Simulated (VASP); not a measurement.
# In (I4/mmm) in VASP: further runs

In is run at these levels: LDA; tasks: single point.

Program: VASP 6.6.1. These are calculated values, not measurements. Logs are shortened: lines on timing, memory, paths and dates and some standing lists are left out, and cuts for length are marked.

## Step 1: The cell of the first run

It takes space group I4/mmm (No. 139, tetragonal). The conventional cell has a = 3.433 Å, b = 3.433 Å, c = 4.440 Å, α = 90.00°, β = 90.00°, γ = 90.00°. In (site symmetry 4/mmm) has 14 In at 3.29 to 4.44 Å within 4.5 Å.

## Step 2: Single point, LDA

INCAR reads:

```
SYSTEM = In
PREC = Accurate
ENCUT = 520
EDIFF = 1E-7
ISMEAR = 0
SIGMA = 0.15
LREAL = .FALSE.
LASPH = .TRUE.
NELM = 80
ALGO = Fast
ISIF = 2
LWAVE = .FALSE.
LCHARG = .FALSE.
NBANDS = 12
```

KPOINTS reads:

```
regular mesh
0
G
  22 22 22
  0 0 0
```

POSCAR reads:

```
In
1.0
   -1.7166732042      1.7166732042      2.2199176722
    1.7166732042     -1.7166732042      2.2199176722
    1.7166732042      1.7166732042     -2.2199176722
In
1
Direct
    0.0000000000      0.0000000000      0.0000000000
```

Potentials or basis: VASP PAW LDA potentials, release 64 (In_d).

Run with:

```console
> cat potpaw_LDA.64/In_d/POTCAR > POTCAR
> mpirun -np 1 vasp_std > vasp.out
```

OUTCAR:

```text
SYSTEM = In
   PREC = Accurate
   ENCUT = 520
   EDIFF = 1E-7
   ISMEAR = 0
   LREAL = .FALSE.
   LASPH = .TRUE.
   NELM = 80
   ISIF = 2

 ion  position               nearest neighbor table
   1  0.000  0.000  0.000-

  LATTYP: Found a body centered tetragonal cell.
 ALAT       =     3.4333464084
 C/A-ratio  =     1.2931510009

  Lattice vectors:

 A1 = (  -1.7166732042,   1.7166732042,   2.2199176722)
 A2 = (   1.7166732042,  -1.7166732042,   2.2199176722)
 A3 = (   1.7166732042,   1.7166732042,  -2.2199176722)

Analysis of symmetry for initial positions (statically):
=====================================================================
 Subroutine PRICEL returns:
 Original cell was already a primitive cell.

 Routine SETGRP: Setting up the symmetry group for a
 body centered tetragonal supercell.

 Subroutine GETGRP returns: Found 16 space group operations
 (whereof 16 operations were pure point group operations)
 out of a pool of 16 trial point group operations.

The static configuration has the point symmetry D_4h.

Analysis of symmetry for dynamics (positions and initial velocities):
=====================================================================
 Subroutine PRICEL returns:
 Original cell was already a primitive cell.

 Routine SETGRP: Setting up the symmetry group for a
 body centered tetragonal supercell.

 Subroutine GETGRP returns: Found 16 space group operations
 (whereof 16 operations were pure point group operations)
 out of a pool of 16 trial point group operations.

The dynamic configuration has the point symmetry D_4h.

 Subroutine INISYM returns: Found 16 space group operations
 (whereof 16 operations are pure point group operations),
 and found     1 'primitive' translations

----------------------------------------------------------------------------------------

                                     Primitive cell

  volume of cell :      26.1681

  direct lattice vectors                    reciprocal lattice vectors
    -1.716673204  1.716673204  2.219917672     0.000000000  0.291261027  0.225233578
     1.716673204 -1.716673204  2.219917672     0.291261027  0.000000000  0.225233578
     1.716673204  1.716673204 -2.219917672     0.291261027  0.291261027  0.000000000

  length of vectors
     3.289676010  3.289676010  3.289676010     0.368189014  0.368189014  0.411905294

  position of ions in fractional coordinates (direct lattice)
     0.000000000  0.000000000  0.000000000

  ion indices of the primitive-cell ions
   primitive index   ion index
                 1           1

----------------------------------------------------------------------------------------

 KPOINTS: regular mesh

Automatic generation of k-mesh.
 Grid dimensions read from file:
 generate k-points for:   22   22   22

 Generating k-lattice:

  Cartesian coordinates                     Fractional coordinates (reciprocal lattice)
     0.000000000  0.013239138  0.010237890     0.045454545  0.000000000 -0.000000000
     0.013239138  0.000000000  0.010237890     0.000000000  0.045454545 -0.000000000
     0.013239138  0.013239138  0.000000000     0.000000000  0.000000000  0.045454545

  Length of vectors
     0.016735864  0.016735864  0.018722968

  Shift w.r.t. Gamma in fractional coordinates (k-lattice)
     0.000000000  0.000000000  0.000000000

 Subroutine IBZKPT returns following result:
 ===========================================

 Found    834 irreducible k-points:

 Following reciprocal coordinates:
            Coordinates               Weight
  0.000000  0.000000  0.000000      1.000000
  0.045455 -0.000000  0.000000      8.000000
  0.090909 -0.000000  0.000000      8.000000
  0.136364 -0.000000  0.000000      8.000000
  0.181818 -0.000000  0.000000      8.000000
  0.227273 -0.000000  0.000000      8.000000
[... 16 lines left out ...]
  0.500000  0.045455  0.000000     16.000000
 -0.454545  0.045455 -0.000000     16.000000
 [... further k-points ...]
   k-points           NKPTS =    834   k-points in BZ     NKDIM =    834   number of bands    NBANDS=     12
   number of dos      NEDOS =    301   number of ions     NIONS =      1
   total plane-waves  NPLWV =  13824
   dimension x,y,z NGX =    24 NGY =   24 NGZ =   24
   dimension x,y,z NGXF=    48 NGYF=   48 NGZF=   48
   ions per type =               1
   NGX,Y,Z   is equivalent  to a cutoff of  12.13, 12.13, 12.13 a.u.
   NGXF,Y,Z  is equivalent  to a cutoff of  24.26, 24.26, 24.26 a.u.
 SYSTEM =  In
   PREC   = accura    normal or accurate (medium, high low for compatibility)
   ISTART =      0    job   : 0-new  1-cont  2-samecut
   ICHARG =      2    charge: 1-file 2-atom 10-const
   ISPIN  =      1    spin polarized calculation?
   LNONCOLLINEAR =      F non collinear calculations
   LSORBIT =      F    spin-orbit coupling
   LASPH  =      T    aspherical Exc in radial PAW
   ENCUT  =  520.0 eV  38.22 Ry    6.18 a.u.   6.12  6.12  6.12*2*pi/ulx,y,z
   NELM   =     80;   NELMIN=  2; NELMDL= -5     # of ELM steps
   EDIFF  = 0.1E-06   stopping-criterion for ELM
   LREAL  =      F    real-space projection
   EDIFFG = 0.1E-05   stopping-criterion for IOM
   NSW    =      0    number of steps for IOM
   IBRION =     -1    ionic relax: 0-MD 1-quasi-New 2-CG
   NFREE  =      0    steps in history (QN), initial steepest desc. (CG)
   ISIF   =      2    stress and relaxation
   ISYM   =      2    0-nonsym 1-usesym 2-fastsym
   POTIM  = 0.5000    time-step for ionic-motion
   TEBEG  =    0.0;   TEEND  =   0.0 temperature during run
   PSTRESS=    0.0 pullay stress
   NELECT =      13.0000    total number of electrons
   NUPDOWN=      -1.0000    fix difference up-down
   EMIN   =  10.00;   EMAX   =-10.00  energy-range for DOS
   EFERMI =   0.00;   METHOD = LEGACY
   ISMEAR =     0;   SIGMA  =   0.15  broadening in eV -4-tet -1-fermi 0-gaus
   EFERMI_NEDOS =   21; number of points for ismear=-14 and -15
   IALGO  =     68    algorithm
   IMIX   =      4    mixing-type and parameters
     AMIX     =   0.40;   BMIX     =  1.00
     AMIX_MAG =   1.60;   BMIX_MAG =  1.00
  volume/ion in A,a.u.               =      26.17       176.59
  Fermi-wavevector in a.u.,A,eV,Ry     =   1.296578  2.450177 22.872944  1.681114
  Thomas-Fermi vector in A             =   2.428025
   LORBIT       =      0    0 simple, 1 ext, 2 COOP (PROOUT), +10 PAW based schemes
   GGA     = CA    functional components
   LHFCALC =     F    Hartree Fock is set to
   AEXX    =    0.0000 exact exchange contribution
   IVDW    =     0    specifies the selected vdW correction
   LEPSILON=     F    determine dielectric tensor
   LRPA    =     F    only Hartree local field effects (RPA)
 non-spin polarized calculation
 RMM-DIIS sequential band-by-band and
 Gauss-broadening in eV      SIGMA  =   0.15
  energy-cutoff  :      520.00
  volume of cell :       26.17
 maximum number of plane-waves:       732
   NGX = 13   NGY = 13   NGZ = 13

 number of electron      13.0000005 magnetization

 Free energy of the ion-electron system (eV)
  ---------------------------------------------------
  ext. energy  EPLUGINS =         0.00000000
  ---------------------------------------------------
  free energy    TOTEN  =        -3.20595168 eV

  energy without entropy =       -3.20131851  energy(sigma->0) =       -3.20363510

 E-fermi :   7.1972     XC(G=0): -10.5263

 val. band max:        7.1848810495   @ k =  -0.0909   0.3636   0.0455
 cond. band min:       7.2017508775   @ k =   0.3636   0.3182  -0.0000
 fundamental gap:      0.0168698281
 Fermi energy:         7.1971712154

 k-point     1 :       0.0000    0.0000    0.0000
  band No.  band energies     occupation
      1      -7.3738      2.00000
      2      -7.3738      2.00000
      3      -7.2610      2.00000
      4      -7.2239      2.00000
      5      -7.1120      2.00000
      6      -2.3483      2.00000
      7      17.5560      0.00000
      8      17.7856      0.00000
      9      17.7856      0.00000
     10      18.9338      0.00000
     11      21.2866      0.00000
     12      21.2872      0.00000

 k-point     2 :       0.0455   -0.0000    0.0000
  band No.  band energies     occupation
      1      -7.3720      2.00000
      2      -7.3698      2.00000
      3      -7.2601      2.00000
      4      -7.2233      2.00000
      5      -7.1134      2.00000
      6      -2.3030      2.00000
      7      17.0678      0.00000
      8      17.5990      0.00000
      9      17.6653      0.00000
     10      18.7963      0.00000
     11      21.4540      0.00000
     12      21.4839      0.00000

 k-point     3 :       0.0909   -0.0000    0.0000
  band No.  band energies     occupation
      1      -7.3676      2.00000
      2      -7.3595      2.00000
      3      -7.2571      2.00000
      4      -7.2204      2.00000
      5      -7.1170      2.00000
      6      -2.1668      2.00000
      7      15.7239      0.00000
      8      17.3583      0.00000
      9      17.4218      0.00000
     10      18.7130      0.00000
     11      21.7797      0.00000
     12      21.8920      0.00000
[... 286 lines left out ...]
 k-point    23 :       0.5000    0.0455    0.0000
  band No.  band energies     occupation
      1      -7.4032      2.00000
      2      -7.3795      2.00000
      3      -7.2717      2.00000
      4      -7.0352      2.00000
      5      -6.9859      2.00000
      6       2.7668      2.00000
      7       4.0531      2.00000
      8      14.3972      0.00000
      9      15.5710      0.00000
     10      18.4552      0.00000
     11      19.4228      0.00000
     12      19.8565      0.00000

 k-point    24 :      -0.4545    0.0455   -0.0000
  band No.  band energies     occupation
      1      -7.4004      2.00000
      2      -7.3761      2.00000
      3      -7.2688      2.00000
      4      -7.0407      2.00000
      5      -6.9984      2.00000
      6       1.9741      2.00000
      7       5.0017      2.00000
      8      14.5436      0.00000
      9      15.5857      0.00000
     10      18.3229      0.00000
     11      19.5764      0.00000
     12      19.7489      0.00000

 [... further k-points ...]

------------------------ aborting loop because EDIFF is reached ----------------------------------------

  FORCE on cell =-STRESS in cart. coord.  units (eV):
  Direction    XX          YY          ZZ          XY          YZ          ZX
  --------------------------------------------------------------------------------------
  -------------------------------------------------------------------------------------
  Total       -0.4432792     -0.4432792     -0.3906370      0.0000000      0.0000000      0.0000000
  in kB      -27.1403710    -27.1403710    -23.9172808      0.0000000      0.0000000      0.0000000
  external PRESSURE =     -26.0660076 kB  Pullay stress =       0.0000000 kB

 VOLUME and BASIS-vectors are now :
 -----------------------------------------------------------------------------
  energy-cutoff  :      520.00
  volume of cell :       26.17
      direct lattice vectors                 reciprocal lattice vectors
    -1.716673204  1.716673204  2.219917672     0.000000000  0.291261027  0.225233578
     1.716673204 -1.716673204  2.219917672     0.291261027  0.000000000  0.225233578
     1.716673204  1.716673204 -2.219917672     0.291261027  0.291261027  0.000000000

 POSITION                                       TOTAL-FORCE (eV/Angst)
 -----------------------------------------------------------------------------------
      0.00000      0.00000      0.00000         0.000000      0.000000     -0.000000
 -----------------------------------------------------------------------------------
    total drift:                                0.000000      0.000000      0.000000

  FREE ENERGIE OF THE ION-ELECTRON SYSTEM (eV)
  ---------------------------------------------------
  free  energy   TOTEN  =        -3.2059516803 eV

  energy  without entropy=       -3.2013185103  energy(sigma->0) =       -3.20363510
```

It took 64 s on 1 thread of Intel Xeon 6975P-C (Granite Rapids), shared host; peak memory 0.34 GiB.

Results:

```
Free energy            : -3.2060 eV
Pressure               : -2.6 GPa
Band gap on the k mesh : zero (an odd number of electrons rules out a gap without spin polarisation)
```

Levels at points of the mesh, in eV from the Fermi level:
| k point | band 4 | band 5 | band 6 | band 7 | band 8 | band 9 |
| --- | --- | --- | --- | --- | --- | --- |
| (0.00, 0.00, 0.00) | -14.42 | -14.31 | -9.55 | 10.36 | 10.59 | 10.59 |
| (0.50, 0.00, 0.00) | -14.23 | -14.18 | -4.34 | -3.33 | 7.52 | 8.68 |
| (0.50, 0.50, 0.00) | -14.21 | -14.13 | -2.65 | -2.48 | 4.23 | 4.72 |
| (0.50, 0.50, 0.50) | -14.15 | -14.15 | -1.52 | -1.12 | 3.21 | 3.21 |

Caveat: spin-orbit coupling is left out, which moves the levels of the heavy elements.

## Step 3: Single point, LDA

This run uses another cell than the first one, of the same volume but with other edges.

INCAR reads:

```
SYSTEM = In
PREC = Accurate ; ENCUT = 520
EDIFF = 1E-7 ; ISMEAR = 0
SIGMA = 0.15 ; LREAL = .FALSE.
LASPH = .TRUE. ; NELM = 80
ALGO = Fast ; ISIF = 2
LWAVE = .FALSE. ; LCHARG = .TRUE.
LELF = .TRUE. ; LVHAR = .TRUE.
NBANDS = 12
```

KPOINTS is that of step 2.

POSCAR reads:

```
In
1.0
   -1.5302657384      1.5302657384      2.7936913004
    1.5302657384     -1.5302657384      2.7936913004
    1.5302657384      1.5302657384     -2.7936913004
In
1
Direct
    0.0000000000      0.0000000000      0.0000000000
```

Potentials or basis: VASP PAW LDA potentials, release 64 (In_d).

Run with:

```console
> cat potpaw_LDA.64/In_d/POTCAR > POTCAR
> mpirun -np 1 vasp_std > vasp.out
```

OUTCAR:

```text
SYSTEM = In
   PREC = Accurate
   ENCUT = 520
   EDIFF = 1E-7
   ISMEAR = 0
   LREAL = .FALSE.
   LASPH = .TRUE.
   NELM = 80
   ISIF = 2

 ion  position               nearest neighbor table
   1  0.000  0.000  0.000-

  LATTYP: Found a body centered tetragonal cell.
 ALAT       =     3.0605314768
 C/A-ratio  =     1.8256249423

  Lattice vectors:

 A1 = (  -1.5302657384,   1.5302657384,   2.7936913004)
 A2 = (   1.5302657384,  -1.5302657384,   2.7936913004)
 A3 = (   1.5302657384,   1.5302657384,  -2.7936913004)

[... 531 lines left out ...]
      5      -6.9965      2.00000
      6       2.1963      2.00000
      7       4.9513      2.00000
      8      12.4134      0.00000
      9      16.3117      0.00000
     10      17.9813      0.00000
     11      19.4451      0.00000
     12      22.9498      0.00000

 [... further k-points ...]
[... 5 lines left out ...]
  --------------------------------------------------------------------------------------
  -------------------------------------------------------------------------------------
  Total       -0.2070002     -0.2070002     -0.5966252      0.0000000     -0.0000000      0.0000000
  in kB      -12.6738701    -12.6738701    -36.5291890      0.0000000     -0.0000000      0.0000000
  external PRESSURE =     -20.6256431 kB  Pullay stress =       0.0000000 kB

 VOLUME and BASIS-vectors are now :
 -----------------------------------------------------------------------------
  energy-cutoff  :      520.00
  volume of cell :       26.17
      direct lattice vectors                 reciprocal lattice vectors
    -1.530265738  1.530265738  2.793691300     0.000000000  0.326740636  0.178974678
     1.530265738 -1.530265738  2.793691300     0.326740636  0.000000000  0.178974678
     1.530265738  1.530265738 -2.793691300     0.326740636  0.326740636  0.000000000

 POSITION                                       TOTAL-FORCE (eV/Angst)
 -----------------------------------------------------------------------------------
      0.00000      0.00000      0.00000         0.000000      0.000000      0.000000
 -----------------------------------------------------------------------------------
    total drift:                                0.000000     -0.000000     -0.000000

  FREE ENERGIE OF THE ION-ELECTRON SYSTEM (eV)
  ---------------------------------------------------
  free  energy   TOTEN  =        -3.1897470620 eV

  energy  without entropy=       -3.1839350548  energy(sigma->0) =       -3.18684106
```

Wall time 2.6 min (1 thread of Intel Xeon 6975P-C (Granite Rapids), shared host); peak memory 0.35 GiB.

Results:

```
Free energy            : -3.1897 eV
Pressure               : -2.1 GPa
Band gap on the k mesh : zero (an odd number of electrons rules out a gap without spin polarisation)
```

Caveat: spin-orbit coupling is left out, which moves the levels of the heavy elements.

## Step 4: Single point, LDA

This run uses another cell than the first one, of the same volume but with other edges.

INCAR reads:

```
SYSTEM = In
PREC = Accurate
ENCUT = 520
EDIFF = 1E-6
ISMEAR = 0
SIGMA = 0.15
LREAL = .FALSE.
LASPH = .TRUE.
NELM = 60
ALGO = Fast
ISIF = 2
LWAVE = .FALSE.
LCHARG = .FALSE.
NBANDS = 12
```

KPOINTS is that of step 3.

POSCAR reads:

```
In
1.0
   -1.5752991612      1.5752991612      2.6362466536
    1.5752991612     -1.5752991612      2.6362466536
    1.5752991612      1.5752991612     -2.6362466536
In
1
Direct
    0.0000000000      0.0000000000      0.0000000000
```

Run with:

```console
> cat potpaw_LDA.64/In_d/POTCAR > POTCAR
> mpirun -np 1 vasp_std > vasp.out
```

It took 2.2 min on 1 thread of Intel Xeon 6975P-C (Granite Rapids), shared host; peak memory 0.35 GiB.

Results (log left out):

* Free energy: -3.2046 eV
* Pressure: -2.5 GPa
* Band gap on the k mesh: zero (an odd number of electrons rules out a gap without spin polarisation)

Stress tensor (GPa, compression positive):
```
-2.24  0.00  0.00
 0.00 -2.24  0.00
 0.00  0.00 -3.04
```

Levels at points of the mesh, in eV from the Fermi level:
```
           k point  band 3  band 4  band 5  band 6  band 7  band 8  band 9  band 10
(0.00, 0.00, 0.00)  -14.42  -14.42  -14.23   -9.52   10.47   10.52   10.52    11.98
(0.50, 0.00, 0.00)  -14.41  -14.22  -14.14   -4.25   -3.27    6.25   10.11    10.14
(0.50, 0.50, 0.00)  -14.24  -14.21  -14.02   -1.55   -1.08    2.94    3.99     6.78
(0.50, 0.50, 0.50)  -14.17  -14.17  -14.16   -3.99   -3.08    5.67    5.67     9.20
```

Caveat: spin-orbit coupling is left out, which moves the levels of the heavy elements.

## Step 5: Overview

```tsv
cell	further INCAR settings	gap on the mesh (eV)	pressure (GPa)
a = 3.290 Å, angles 117.1, 117.1, 95.1°, 1 atom	ALGO = Fast; EDIFF = 1e-07; NBANDS = 12	none	-2.6
a = 3.534 Å, angles 128.7, 128.7, 75.5°, 1 atom	ALGO = Fast; EDIFF = 1e-07; NBANDS = 12	none	-2.1
a = 3.452 Å, angles 125.7, 125.7, 80.4°, 1 atom	ALGO = Fast; EDIFF = 1e-06; NBANDS = 12	none	-2.5
```

Alike in all rows: task single point; level LDA; potentials or basis VASP PAW LDA potentials, release 64 (In_d); no spin polarisation; k mesh 22 × 22 × 22; cutoff (eV) 520; smearing gaussian 0.15 eV.

Caveats: spin-orbit coupling is left out, which moves the levels of the heavy elements.

Absolute energies hang on the potentials; compare differences alone.
